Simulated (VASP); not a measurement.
# TePb (Pm-3m) in VASP: further runs

The runs below take TePb through relaxation of cell and atoms, with B3LYP, PBE0.

Program: VASP 6.6.1. These are calculated values, not measurements. Logs are shortened: lines on timing, memory, paths and dates and some standing lists are left out, and cuts for length are marked.

### 1 The cell of the first run

The structure is cubic, space group Pm-3m (No. 221). Conventional cell: a = 4.002 Å, b = 4.002 Å, c = 4.002 Å, α = 90.00°, β = 90.00°, γ = 90.00°. Within 4.6 Å of Pb (site symmetry m-3m) lie 8 Te at 3.47 Å and 6 Pb at 4.00 Å. Within 4.6 Å of Te (site symmetry m-3m) lie 8 Pb at 3.47 Å and 6 Te at 4.00 Å.

### 2 Relaxation of cell and atoms, B3LYP

POSCAR reads:

```
TePb
1.0
    4.0022870000      0.0000000000      0.0000000000
    0.0000000000      4.0022870000      0.0000000000
    0.0000000000      0.0000000000      4.0022870000
Pb Te
1 1
Direct
    0.0000000000      0.0000000000      0.0000000000
    0.5000000000      0.5000000000      0.5000000000
```

INCAR.step1 reads:

```
PREC = Accurate ; ENCUT = 600
EDIFF = 1E-5 ; ISMEAR = -1
SIGMA = 0.05 ; LREAL = F
LASPH = T ; NELM = 100
ALGO = Normal ; LWAVE = T
LCHARG = F ; GGA = PE
NBANDS = 17
```

INCAR.step2 reads:

```
PREC = Accurate ; ENCUT = 600
EDIFF = 1E-6 ; ISMEAR = -1
SIGMA = 0.05 ; LREAL = F
LASPH = T ; NELM = 100
ALGO = Normal ; ISIF = 3
LWAVE = F ; LCHARG = F
GGA = B3 ; LHFCALC = T
AEXX = 0.2 ; AGGAX = 0.72
AGGAC = 0.81 ; ALDAC = 0.19
PRECFOCK = Normal ; IBRION = 2
NSW = 60 ; EDIFFG = -0.01
ISTART = 1
```

KPOINTS reads:

```
Automatic mesh
0
Gamma
  4 4 4
```

Potentials or basis: VASP PAW PBE potentials, release 64 (Pb_d, Te).

The run is started by

```sh
cat potpaw_PBE.64/Pb_d/POTCAR potpaw_PBE.64/Te/POTCAR > POTCAR
cp INCAR.step1 INCAR
mpirun -np 1 vasp_std > vasp.out
cp INCAR.step2 INCAR
mpirun -np 1 vasp_std > vasp.out
```

OUTCAR:

```text
PREC = Accurate
   ENCUT = 600
   EDIFF = 1E-6
   ISMEAR = -1
   LREAL = F
   LASPH = T
   NELM = 100
   ISIF = 3
   GGA = B3
   LHFCALC = T
   AEXX = 0.2
   PRECFOCK = Normal
   IBRION = 2
   NSW = 60
   EDIFFG = -0.01
   ISTART = 1

 ion  position               nearest neighbor table
   1  0.000  0.000  0.000-   2 3.47   2 3.47   2 3.47   2 3.47   2 3.47   2 3.47   2 3.47   2 3.47

   2  0.500  0.500  0.500-   1 3.47   1 3.47   1 3.47   1 3.47   1 3.47   1 3.47   1 3.47   1 3.47

  LATTYP: Found a simple cubic cell.
 ALAT       =     4.0022870000

  Lattice vectors:

 A1 = (   4.0022870000,   0.0000000000,   0.0000000000)
 A2 = (   0.0000000000,   4.0022870000,   0.0000000000)
 A3 = (   0.0000000000,   0.0000000000,   4.0022870000)

Analysis of symmetry for initial positions (statically):
=====================================================================
 Subroutine PRICEL returns:
 Original cell was already a primitive cell.

 Routine SETGRP: Setting up the symmetry group for a
 simple cubic supercell.

 Subroutine GETGRP returns: Found 48 space group operations
 (whereof 48 operations were pure point group operations)
 out of a pool of 48 trial point group operations.

The static configuration has the point symmetry O_h .

Analysis of symmetry for dynamics (positions and initial velocities):
=====================================================================
 Subroutine PRICEL returns:
 Original cell was already a primitive cell.

 Routine SETGRP: Setting up the symmetry group for a
 simple cubic supercell.

 Subroutine GETGRP returns: Found 48 space group operations
 (whereof 48 operations were pure point group operations)
 out of a pool of 48 trial point group operations.

The dynamic configuration has the point symmetry O_h .

 Subroutine INISYM returns: Found 48 space group operations
 (whereof 48 operations are pure point group operations),
 and found     1 'primitive' translations

----------------------------------------------------------------------------------------

                                     Primitive cell

  volume of cell :      64.1098

  direct lattice vectors                    reciprocal lattice vectors
     4.002287000  0.000000000  0.000000000     0.249857144  0.000000000  0.000000000
     0.000000000  4.002287000  0.000000000     0.000000000  0.249857144  0.000000000
     0.000000000  0.000000000  4.002287000     0.000000000  0.000000000  0.249857144

  length of vectors
     4.002287000  4.002287000  4.002287000     0.249857144  0.249857144  0.249857144

  position of ions in fractional coordinates (direct lattice)
     0.000000000  0.000000000  0.000000000
     0.500000000  0.500000000  0.500000000

  ion indices of the primitive-cell ions
   primitive index   ion index
                 1           1
                 2           2

----------------------------------------------------------------------------------------

 KPOINTS: Automatic mesh

Automatic generation of k-mesh.
 Grid dimensions read from file:
 generate k-points for:    4    4    4

 Generating k-lattice:

  Cartesian coordinates                     Fractional coordinates (reciprocal lattice)
     0.062464286  0.000000000  0.000000000     0.250000000  0.000000000  0.000000000
     0.000000000  0.062464286  0.000000000     0.000000000  0.250000000  0.000000000
     0.000000000  0.000000000  0.062464286     0.000000000  0.000000000  0.250000000

  Length of vectors
     0.062464286  0.062464286  0.062464286

  Shift w.r.t. Gamma in fractional coordinates (k-lattice)
     0.000000000  0.000000000  0.000000000

 Subroutine IBZKPT returns following result:
 ===========================================

 Found     10 irreducible k-points:

 Following reciprocal coordinates:
            Coordinates               Weight
  0.000000  0.000000  0.000000      1.000000
  0.250000  0.000000  0.000000      6.000000
  0.500000  0.000000  0.000000      3.000000
  0.250000  0.250000  0.000000     12.000000
  0.500000  0.250000  0.000000     12.000000
  0.500000  0.500000  0.000000      3.000000
  0.250000  0.250000  0.250000      8.000000
  0.500000  0.250000  0.250000     12.000000
  0.500000  0.500000  0.250000      6.000000
  0.500000  0.500000  0.500000      1.000000
   k-points           NKPTS =     10   k-points in BZ     NKDIM =     64   number of bands    NBANDS=     14
   number of dos      NEDOS =    301   number of ions     NIONS =      2
   total plane-waves  NPLWV =  32768
   dimension x,y,z NGX =    32 NGY =   32 NGZ =   32
   dimension x,y,z NGXF=    64 NGYF=   64 NGZF=   64
   ions per type =               1   1
   NGX,Y,Z   is equivalent  to a cutoff of  13.29, 13.29, 13.29 a.u.
   NGXF,Y,Z  is equivalent  to a cutoff of  26.58, 26.58, 26.58 a.u.
 SYSTEM =  unknown system
   PREC   = accura    normal or accurate (medium, high low for compatibility)
   ISTART =      1    job   : 0-new  1-cont  2-samecut
   ICHARG =      0    charge: 1-file 2-atom 10-const
   ISPIN  =      1    spin polarized calculation?
   LNONCOLLINEAR =      F non collinear calculations
   LSORBIT =      F    spin-orbit coupling
   LASPH  =      T    aspherical Exc in radial PAW
   ENCUT  =  600.0 eV  44.10 Ry    6.64 a.u.   7.99  7.99  7.99*2*pi/ulx,y,z
   NELM   =    100;   NELMIN=  2; NELMDL=  0     # of ELM steps
   EDIFF  = 0.1E-05   stopping-criterion for ELM
   LREAL  =      F    real-space projection
   EDIFFG = -.1E-01   stopping-criterion for IOM
   NSW    =     60    number of steps for IOM
   IBRION =      2    ionic relax: 0-MD 1-quasi-New 2-CG
   NFREE  =      1    steps in history (QN), initial steepest desc. (CG)
   ISIF   =      3    stress and relaxation
   ISYM   =      3    0-nonsym 1-usesym 2-fastsym
   POTIM  = 0.5000    time-step for ionic-motion
   TEBEG  =    0.0;   TEEND  =   0.0 temperature during run
   PSTRESS=    0.0 pullay stress
   NELECT =      20.0000    total number of electrons
   NUPDOWN=      -1.0000    fix difference up-down
   EMIN   =  10.00;   EMAX   =-10.00  energy-range for DOS
   EFERMI =   0.00;   METHOD = LEGACY
   ISMEAR =    -1;   SIGMA  =   0.05  broadening in eV -4-tet -1-fermi 0-gaus
   EFERMI_NEDOS =   21; number of points for ismear=-14 and -15
   IALGO  =     38    algorithm
   IMIX   =      1    mixing-type and parameters
     AMIX     =   0.40;   BMIX     =  1.00
     AMIX_MAG =   1.60;   BMIX_MAG =  1.00
  volume/ion in A,a.u.               =      32.05       216.32
  Fermi-wavevector in a.u.,A,eV,Ry     =   1.110307  2.098177 16.773027  1.232783
  Thomas-Fermi vector in A             =   2.246857
   LORBIT       =      0    0 simple, 1 ext, 2 COOP (PROOUT), +10 PAW based schemes
   GGA     = B3    functional components
   LHFCALC =     T    Hartree Fock is set to
   PRECFOCK=normal    Normal, Fast or Accurate (Low or Medium for compatibility)
   ENCUT4O =  -1.0   cutoff for four orbital integrals eV
   NKREDX  =     1    reduce k-point grid by
   NKREDY  =     1    reduce k-point grid by
   NKREDZ  =     1    reduce k-point grid by
   AEXX    =    0.2000 exact exchange contribution
   HFSCREEN=    0.0000 screening length (either q_TF or 0.3 A-1)
   HFSCREENC=   0.0000 screening length for correlation (either q_TF or 0.3 A-1)
   ENCUTFOCK=  -1.0 apply spherical cutoff to Coloumb kernel
   IVDW    =     0    specifies the selected vdW correction
   LEPSILON=     F    determine dielectric tensor
   LRPA    =     F    only Hartree local field effects (RPA)
 conjugate gradient relaxation of ions
 non-spin polarized calculation
  energy-cutoff  :      600.00
  volume of cell :       64.11
 maximum number of plane-waves:      2176
 NGX is ok and might be reduce to    32
  NGX = 24; NGY = 24; NGZ = 24

--------------------------------------- Ionic step        1  -------------------------------------------

 number of electron      20.0000004 magnetization

 Free energy of the ion-electron system (eV)
  ---------------------------------------------------
  ext. energy  EPLUGINS =         0.00000000
  ---------------------------------------------------
  free energy    TOTEN  =        -7.68111808 eV

  energy without entropy =       -7.68092533  energy(sigma->0) =       -7.68102170

------------------------ aborting loop because EDIFF is reached ----------------------------------------

  FORCE on cell =-STRESS in cart. coord.  units (eV):
  Direction    XX          YY          ZZ          XY          YZ          ZX
  --------------------------------------------------------------------------------------
  -------------------------------------------------------------------------------------
  Total        1.1411686      1.1411686      1.1411686      0.0000000     -0.0000000      0.0000000
  in kB       28.5190926     28.5190926     28.5190926      0.0000000     -0.0000000      0.0000000
  external PRESSURE =      28.5190926 kB  Pullay stress =       0.0000000 kB

 VOLUME and BASIS-vectors are now :
 -----------------------------------------------------------------------------
  energy-cutoff  :      600.00
  volume of cell :       64.11
      direct lattice vectors                 reciprocal lattice vectors
     4.002287000  0.000000000  0.000000000     0.249857144  0.000000000  0.000000000
     0.000000000  4.002287000  0.000000000     0.000000000  0.249857144  0.000000000
     0.000000000  0.000000000  4.002287000     0.000000000  0.000000000  0.249857144
[... 73 lines left out ...]
 POSITION                                       TOTAL-FORCE (eV/Angst)
 -----------------------------------------------------------------------------------
      0.00000      0.00000      0.00000         0.000000     -0.000000      0.000000
      2.04323      2.04323      2.04323        -0.000000      0.000000      0.000000
 -----------------------------------------------------------------------------------
    total drift:                                0.000001      0.000001     -0.000000

  FREE ENERGIE OF THE ION-ELECTRON SYSTEM (eV)
  ---------------------------------------------------
  free  energy   TOTEN  =        -7.7156965921 eV

  energy  without entropy=       -7.7154603510  energy(sigma->0) =       -7.71557847

--------------------------------------- Ionic step        4  -------------------------------------------

 number of electron      20.0000005 magnetization

 Free energy of the ion-electron system (eV)
  ---------------------------------------------------
  ext. energy  EPLUGINS =         0.00000000
  ---------------------------------------------------
  free energy    TOTEN  =        -7.71568323 eV

  energy without entropy =       -7.71544802  energy(sigma->0) =       -7.71556562

 E-fermi :   5.8825     XC(G=0):  -7.4388

 val. band max:        5.5282330958   @ k =   0.5000   0.2500   0.0000
 cond. band min:       6.1675575246   @ k =   0.5000   0.5000   0.0000
 fundamental gap:      0.6393244287
 Fermi energy:         5.8824988583

 k-point     1 :       0.0000    0.0000    0.0000
  band No.  band energies     occupation
      1     -13.4196      2.00000
      2     -13.4196      2.00000
      3     -13.3546      2.00000
      4     -13.3546      2.00000
      5     -13.3546      2.00000
      6      -7.3033      2.00000
      7      -2.0480      2.00000
      8       3.8666      2.00000
      9       3.8666      2.00000
     10       3.8666      2.00000
     11      10.8552      0.00000
     12      10.8552      0.00000
     13      11.3592      0.00000
     14      11.3592      0.00000

 k-point     2 :       0.2500    0.0000    0.0000
  band No.  band energies     occupation
      1     -13.4182      2.00000
      2     -13.3920      2.00000
      3     -13.3649      2.00000
      4     -13.3649      2.00000
      5     -13.3537      2.00000
      6      -6.8151      2.00000
      7      -2.9513      2.00000
      8       3.8111      2.00000
      9       4.4273      2.00000
     10       4.4273      2.00000
[... 160 lines left out ...]
 POSITION                                       TOTAL-FORCE (eV/Angst)
 -----------------------------------------------------------------------------------
      0.00000      0.00000      0.00000        -0.000000      0.000000      0.000000
      2.04237      2.04237      2.04237         0.000000     -0.000000      0.000000
 -----------------------------------------------------------------------------------
    total drift:                                0.000000      0.000000     -0.000000

  FREE ENERGIE OF THE ION-ELECTRON SYSTEM (eV)
  ---------------------------------------------------
  free  energy   TOTEN  =        -7.7156832251 eV

  energy  without entropy=       -7.7154480227  energy(sigma->0) =       -7.71556562

 reached required accuracy - stopping structural energy minimisation
```

Run time: 24 min. Hardware: 1 thread of AMD EPYC 9R45 (Zen 5), shared host; peak memory 0.19 GiB.

What came out:

```yaml
Free_energy: -7.7157 eV
Relaxed_volume: 34.08 Å³/atom
Relaxed_cell: a = 4.085 Å, b = 4.085 Å, c = 4.085 Å, α = 90.00°, β = 90.00°, γ = 90.00°
Space_group_after_relaxing_to_0.1_Å: Pm-3m (No. 221)
Energy_gained_by_relaxing: 17.3 meV/atom
Ionic_steps: 4
Pressure_after_relaxing: 0.0 GPa
Band_gap_on_the_k_mesh: zero (bands 10 and 11 overlap by 1.31 eV)
```

The path:
```tsv
step	energy change (eV)	largest force (eV/Å)	pressure (GPa)	volume (Å³)
1	0.0000	0.0000	2.85	64.11
2	-0.0316	0.0000	-0.68	69.55
3	-0.0346	0.0000	-0.06	68.24
4	-0.0346	0.0000	-0.01	68.15
```

Final structure:
```
Pb Te
1.0
     4.08474    0.00000    0.00000
     0.00000    4.08474    0.00000
     0.00000    0.00000    4.08474
Pb Te
1 1
Cartesian
  0.0000 0.0000 0.0000
  2.0424 2.0424 2.0424
```

Caveat: the k points lie up to 0.38 Å⁻¹ apart in the final cell, too coarse for converged energies and pressures of a metal; the PAW data sets were made with another functional, which shifts forces and pressure a little; spin-orbit coupling is left out, which moves the levels of the heavy elements.

### 3 Relaxation of cell and atoms, PBE0

POSCAR is that of step 2.

INCAR.step1 reads:

```
  ALGO = Normal
  EDIFF = 1E-5
  ENCUT = 600
  GGA = PE
  ISMEAR = -1
  LASPH = True
  LCHARG = False
  LREAL = False
  LWAVE = True
  NBANDS = 17
  NELM = 100
  PREC = Accurate
  SIGMA = 0.05
```

INCAR.step2 reads:

```
  AEXX = 0.25
  ALGO = Normal
  EDIFF = 1E-6
  EDIFFG = -0.01
  ENCUT = 600
  GGA = PE
  IBRION = 2
  ISIF = 3
  ISMEAR = -1
  ISTART = 1
  LASPH = True
  LCHARG = False
  LHFCALC = True
  LREAL = False
  LWAVE = False
  NELM = 100
  NSW = 60
  PREC = Accurate
  PRECFOCK = Normal
  SIGMA = 0.05
```

KPOINTS reads:

```
k-points
0
Gamma
  4 4 4
```

Potentials or basis: VASP PAW PBE potentials, release 64 (Pb_d, Te).

The run is started by

```sh
cat potpaw_PBE.64/Pb_d/POTCAR potpaw_PBE.64/Te/POTCAR > POTCAR
cp INCAR.step1 INCAR
mpirun -np 1 vasp_std > vasp.out
cp INCAR.step2 INCAR
mpirun -np 1 vasp_std > vasp.out
```

It took 24 min on 1 thread of Intel Xeon Platinum 8488C (Sapphire Rapids), shared host; peak memory 0.2 GiB.

It converged, with:

```
Free energy                           : -9.3679 eV
Relaxed volume                        : 31.66 Å³/atom
Relaxed cell                          : a = 3.986 Å, b = 3.986 Å, c = 3.986 Å, α = 90.00°, β = 90.00°, γ = 90.00°
Space group after relaxing (to 0.1 Å) : Pm-3m (No. 221)
Energy gained by relaxing             : 0.8 meV/atom
Ionic steps                           : 4
Pressure after relaxing               : 0.0 GPa
Band gap on the k mesh                : zero (bands 10 and 11 overlap by 1.73 eV)
```

The path:
```tsv
step	energy change (eV)	largest force (eV/Å)	pressure (GPa)	volume (Å³)
1	0.0000	0.0000	-0.63	64.11
2	-0.0015	0.0000	0.21	62.94
3	-0.0017	0.0000	0.07	63.25
4	-0.0017	0.0000	0.01	63.33
```

Final structure:
```
Pb Te
1.0
     3.98597    0.00000    0.00000
     0.00000    3.98597    0.00000
     0.00000    0.00000    3.98597
Pb Te
1 1
Direct
  0.00000 0.00000 0.00000
  0.50000 0.50000 0.50000
```

Levels at points of the mesh, in eV from the Fermi level:
| k point | band 6 | band 7 | band 8 | band 9 | band 10 | band 11 | band 12 | band 13 | band 14 |
| --- | --- | --- | --- | --- | --- | --- | --- | --- | --- |
| (0.00, 0.00, 0.00) | -14.03 | -7.74 | -2.34 | -2.34 | -2.34 | 4.68 | 4.68 | 6.34 | 6.34 |
| (0.50, 0.00, 0.00) | -12.44 | -10.60 | -1.23 | -0.69 | -0.69 | 0.67 | 2.95 | 2.95 | 6.17 |
| (0.50, 0.50, 0.00) | -11.57 | -9.19 | -5.54 | -5.54 | 0.37 | 4.37 | 4.65 | 4.65 | 6.87 |
| (0.50, 0.50, 0.50) | -11.11 | -8.31 | -3.31 | -3.31 | -3.31 | -1.36 | -1.36 | -1.36 | 15.12 |

Caveat: the k points lie up to 0.39 Å⁻¹ apart in the final cell, too coarse for converged energies and pressures of a metal; the PAW data sets were made with another functional, which shifts forces and pressure a little; spin-orbit coupling is left out, which moves the levels of the heavy elements.

The gap in the log of VASP goes by the Fermi energy; the results here count the filled bands.